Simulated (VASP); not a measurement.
Write the native input for VASP 6.6.1 that does the following.

```
Task                   : relaxation of cell and atoms
Functional             : PBEsol
Potentials or basis    : VASP PAW PBE potentials, release 64 (Si)
Cutoff                 : 600 eV
k mesh                 : 15 × 15 × 8
Occupations            : gaussian, width 0.01 eV
Spin                   : no spin polarisation
Dipole correction      : no
Further INCAR settings : ALGO = Normal; EDIFF = 1e-07; IBRION = 2; EDIFFG = -0.002; NSW = 100; ISIF = 3
```

The structure of Si lies in POSCAR:

```
Si
1.0
    3.8200000000      0.0000000000      0.0000000000
   -1.9100000000      3.3082170425      0.0000000000
    0.0000000000      0.0000000000      6.3200000000
Si
4
Direct
    0.3333333333      0.6666666667      0.0000000000
    0.6666666667      0.3333333333      0.5000000000
    0.3333333333      0.6666666667      0.3740000000
    0.6666666667      0.3333333333      0.8740000000
```

This isn't the form of Si at room conditions, which is diamond.

These files were run (other wordings do the same):

INCAR

```
ALGO = Normal
EDIFF = 1E-7
EDIFFG = -0.002
ENCUT = 600
GGA = PS
IBRION = 2
ISIF = 3
ISMEAR = 0
LASPH = T
LCHARG = F
LREAL = F
LWAVE = F
NELM = 60
NSW = 100
PREC = Accurate
SIGMA = 0.01
```

KPOINTS

```
k-points
0
Gamma
  15 15 8
```

Potentials or basis: VASP PAW PBE potentials, release 64 (Si).

The run is started by

```sh
$ cat potpaw_PBE.64/Si/POTCAR > POTCAR
$ mpirun -np 1 vasp_std > vasp.out
```

Results of the run:

The relaxed volume is 20.06 Å³/atom and the relaxed cell is a = 3.826 Å, b = 3.826 Å, c = 6.327 Å, α = 90.00°, β = 90.00°, γ = 120.00°. The space group after relaxing (to 0.1 Å) is P6_3/mmc (No. 194) and the energy gained by relaxing is 0.1 meV/atom. The ionic steps are 7 and the pressure after relaxing is 0.0 GPa. The band gap on the k mesh is 0.31 eV (least direct gap 0.97 eV).

Caveat: the PAW data sets were made with another functional, which shifts forces and pressure a little; an odd mesh through Γ misses points on the zone boundary, where band edges can lie.

It took 2.4 min on 1 thread of Intel(R) Xeon(R) 6975P-C (Granite Rapids) (shared host), peak memory 0.29 GiB.
